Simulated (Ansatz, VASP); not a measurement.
## Two plane-wave programs on ZnSe

POSCAR

```
ZnSe
1.0
    0.0000000000      2.6063096149      2.6063096149
    2.6063096149      0.0000000000      2.6063096149
    2.6063096149      2.6063096149      0.0000000000
Zn Se
1 1
Direct
    0.0000000000      0.0000000000      0.0000000000
    0.7500000000      0.7500000000      0.7500000000
```

The input INCAR.step1:

```
PREC     = Accurate       # precision mode
ENCUT    = 520            # plane-wave cutoff, eV
ISMEAR   = 0              # smearing method
SIGMA    = 0.05           # smearing width, eV
LREAL    = False          # projectors in reciprocal space
LASPH    = True           # aspherical terms in the spheres
NELM     = 60             # most SCF steps
NBANDS   = 16             # bands
GGA      = PE             # functional
ALGO     = Normal         # electronic algorithm
EDIFF    = 1E-4           # SCF threshold, eV
LWAVE    = True           # write WAVECAR
LCHARG   = False          # write CHGCAR
```

Contents of INCAR.step2:

```
PREC     = Accurate       # precision mode
ENCUT    = 520            # plane-wave cutoff, eV
EDIFF    = 1E-6           # SCF threshold, eV
ISMEAR   = 0              # smearing method
SIGMA    = 0.05           # smearing width, eV
LREAL    = False          # projectors in reciprocal space
LASPH    = True           # aspherical terms in the spheres
NELM     = 60             # most SCF steps
ALGO     = Normal         # electronic algorithm
ISIF     = 2              # what is computed and relaxed
LWAVE    = False          # write WAVECAR
LCHARG   = False          # write CHGCAR
METAGGA  = R2SCAN         # meta-GGA
LMIXTAU  = True         
NBANDS   = 16             # bands
ISTART   = 1
```

Contents of KPOINTS:

```
Automatic mesh
0
Gamma
  8 8 8
```

Input for Ansatz:

```yaml
crystal:
  lattice:
    - [0.0, 2.6063096149, 2.6063096149]
    - [2.6063096149, 0.0, 2.6063096149]
    - [2.6063096149, 2.6063096149, 0.0]
  atoms:
    - { symbol: Zn, position: [0.0, 0.0, 0.0] }
    - { symbol: Se, position: [0.75, 0.75, 0.75] }
basis:
  ecutwfc: 500
kpoints:
  mp_grid: { grid: [8, 8, 8] }
hamiltonian:
  xc: r2scan
scf:
  occupations: { method: gaussian, width: 0.05 }
output:
  forces: true
  stress: true
  eigenvalues: true
```

Change from the starting cell: strain -0.080 along x and y, -0.080 along z, atoms carried along.

Alike in both runs: task single point; functional r2SCAN; k mesh 8 × 8 × 8; occupations gaussian, width 0.05 eV; no spin polarisation.

|  | VASP | Ansatz |
| --- | --- | --- |
| version | VASP 6.6.1 | Ansatz 0.2.0 |
| potentials or method | VASP PAW PBE potentials, release 64 (Zn, Se), cutoff 520 eV | scalar-relativistic, plane waves, PAW |
| valence electrons in the cell | 18 | 28 |

Ansatz gave:

| Quantity | Value |
| --- | --- |
| gap on the k mesh at the Fermi level (eV) | 2.66 |
| least direct gap on the mesh (eV) | 3.02 |
| pressure (GPa) | 28.4 |

Task: Estimate VASP's values.

Result: gap on the k mesh at the Fermi level (eV): 2.65; least direct gap on the mesh (eV): 3.05; pressure (GPa): 28.8.

VASP's potentials were made for PBE, not for r2SCAN. Both programs put the cell under a high pressure, so it lies far from rest at this level. VASP's potentials hold 18 valence electrons a cell and Ansatz's 28, so a difference there can come from the potentials and not from the codes.
